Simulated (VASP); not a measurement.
Write the native input for VASP 6.6.1 that does the following.

- Task: single point
- Functional: PBE
- Potentials or basis: VASP PAW PBE potentials, release 64 (F)
- Cutoff: 600 eV
- k mesh: 4 × 4 × 2
- Occupations: gaussian, width 0.01 eV
- Spin: no spin polarisation
- Dipole correction: no
- Further INCAR settings: ALGO = Normal; EDIFF = 1e-06; NBANDS = 22

The structure of F lies in POSCAR:

```
F
1.0
    2.6416070970     -1.5252663703     -0.0115778906
    2.6416070970      1.5252663703     -0.0115778906
   -2.1220250000      0.0000000000      6.8194013535
F
4
Direct
    0.5042747577      0.5042747577      0.4047570439
    0.0825967397      0.0825967397      0.0951117768
    0.4957252423      0.4957252423      0.5952429561
    0.9174032603      0.9174032603      0.9048882232
```

These files were run (other wordings do the same):

INCAR

```
SYSTEM = F
ALGO = Normal
EDIFF = 1E-6
ENCUT = 600
GGA = PE
GGA_COMPAT = .False.
ISIF = 2
ISMEAR = 0
LASPH = .True.
LCHARG = .True.
LELF = .True.
LREAL = .False.
LVHAR = .True.
LWAVE = .False.
NBANDS = 22
NELM = 120
PREC = Accurate
SIGMA = 0.01
```

KPOINTS

```
k-points
0
Gamma
  4 4 2
  0 0 0
```

Potentials or basis: VASP PAW PBE potentials, release 64 (F).

Launch:

```bash
$ cat potpaw_PBE.64/F/POTCAR > POTCAR
$ mpirun -np 1 vasp_std > vasp.out
```

It gave:

```
Pressure               : 7.0 GPa
Largest force          : 2.023 eV/Å
Band gap on the k mesh : 3.00 eV (least direct gap 3.05 eV)
```

Caveat: the k points lie up to 0.60 Å⁻¹ apart; this functional lacks dispersion, which holds the molecules together, so the pressure and a relaxed volume are unreliable; forces of over 1 eV/Å act on the atoms, so gaps and moduli don't describe the material at rest.

Wall time 16 s on 1 thread of Intel Xeon 8259CL, with other jobs on the host, peak memory 0.14 GiB.
